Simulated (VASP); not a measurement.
## LuMnIn: single point with PBE

The system is LuMnIn.

```
CELL_PARAMETERS angstrom
4.81931 0.00000 0.00000
-2.40966 4.17365 0.00000
0.00000 0.00000 3.46015
ATOMIC_POSITIONS crystal
Lu 0.00000 0.00000 0.00000
Mn 0.33333 0.66667 0.50000
In 0.66667 0.33333 0.50000
```

```json
{
 "Program": "VASP 6.6.1",
 "Task": "single point",
 "Functional": "PBE",
 "Potentials or basis": "VASP PAW PBE potentials, release 64 (Lu, Mn_pv, In_d)",
 "Cutoff": "520 eV",
 "k mesh": "7 × 7 × 9",
 "Occupations": "fermi-dirac, width 0.15 eV",
 "Spin": "collinear spin, ferromagnetic start",
 "Starting moments": "[0.0, 2.8, 0.0] μB"
}
```

The pressure is -3.0 GPa, the net moment is 3.60 μB per cell and the site moments are Lu -0.13; Mn +3.67; In -0.03 μB. The valence electrons inside the program's atomic spheres are Lu 23.03; Mn 11.42; In 11.54.

Stress tensor (GPa, compression positive):
```
-3.30  0.00  0.00
 0.00 -3.30  0.00
 0.00  0.00 -2.46
```

Levels at points of the mesh, in eV from the Fermi level:
Spin up:
```csv
k point,band 24,band 25,band 26,band 27,band 28,band 29,band 30,band 31
"(0.00, 0.00, 0.00)",-2.23,-2.23,-0.53,-0.53,0.24,2.10,3.64,3.64
```
Spin down:
```tsv
k point	band 22	band 23	band 24	band 25	band 26	band 27
(0.00, 0.00, 0.00)	-1.53	-0.85	0.28	0.71	0.71	1.14
```

It took 7.1 min on 1 thread of Intel Xeon 8259CL (shared host), peak memory 0.34 GiB.

Caveat: the cell stands under tension; spin-orbit coupling is left out, which moves the levels of the heavy elements.
